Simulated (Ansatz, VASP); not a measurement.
Pb: VASP beside Ansatz

```
CELL_PARAMETERS angstrom
-3.10378 3.05287 1.67282
3.05287 -3.10378 1.67282
3.17760 3.17760 -1.76608
ATOMIC_POSITIONS crystal
Pb 0.99768 0.00232 0.00000
Pb 0.75232 0.24768 0.50000
```

Alike in both runs: task single point; functional PBEsol; k mesh 12 × 12 × 8; occupations fermi-dirac, width 0.1 eV; no spin polarisation.

|  | VASP | Ansatz |
| --- | --- | --- |
| version | VASP 6.6.1 | Ansatz 0.2.0 |
| potentials or method | VASP PAW PBE potentials, release 64 (Pb_d), cutoff 520 eV | plane waves (420 eV) with PAW, scalar-relativistic |
| valence electrons in the cell | 28 | 28 |

```csv
,VASP,Ansatz,Ansatz less VASP
pressure (GPa),-1.6,-1.5,+0.07
"traceless stress, the component that is largest in VASP (GPa)",-0.11,-0.11,-0.002
```

VASP's potentials were made for PBE, not for PBEsol, and Ansatz warns of the same on its side.

Neither program's run includes spin-orbit coupling.
